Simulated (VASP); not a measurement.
Wanted: the native input for a VASP 6.6.1 run.

| Property | Result |
| --- | --- |
| Task | single point |
| Functional | PBE |
| Potentials or basis | VASP PAW PBE potentials, release 64 (Li_sv, Cl) |
| Cutoff | 520 eV |
| k mesh | 8 × 8 × 8 |
| Occupations | gaussian, width 0.05 eV |
| Spin | no spin polarisation |
| Dipole correction | no |
| Further INCAR settings | ALGO = Normal; EDIFF = 1e-06; NBANDS = 12 |

The structure of LiCl lies in POSCAR:

```
LiCl
1.0
    0.0192357000      2.5647600000      2.5647600000
    2.5839957000      0.0000000000      2.5839957000
    2.5647600000      2.5647600000      0.0192357000
Li Cl
1 1
Direct
    0.0000000000      0.0000000000      0.0000000000
    0.5000000000      0.5000000000      0.5000000000
```

This cell differs from its parent crystal: strain +0.0150 x Voigt [0, 0, 0, 0, 1, 0].

The input as run:

INCAR

```
PREC = Accurate
ENCUT = 520
EDIFF = 1E-6
ISMEAR = 0
SIGMA = 0.05
LREAL = F
LASPH = T
NELM = 100
ALGO = Normal
ISIF = 2
LWAVE = F
LCHARG = F
GGA = PE
NBANDS = 12
```

KPOINTS

```
regular mesh
0
Gamma
  8 8 8
```

Potentials or basis: VASP PAW PBE potentials, release 64 (Li_sv, Cl).

Run with:

```console
$ cat potpaw_PBE.64/Li_sv/POTCAR potpaw_PBE.64/Cl/POTCAR > POTCAR
$ mpirun -np 1 vasp_std > vasp.out
```

Results of the run:

```json
{"Band gap on the k mesh": "6.29 eV, direct"}
```

Caveat: the cell differs from its parent crystal (strain +0.0150 x Voigt [0, 0, 0, 0, 1, 0]).

It took 37 s on 1 thread of AMD EPYC 7R43 64-Core Processor (Zen 3), on a shared host, peak memory 0.12 GiB.
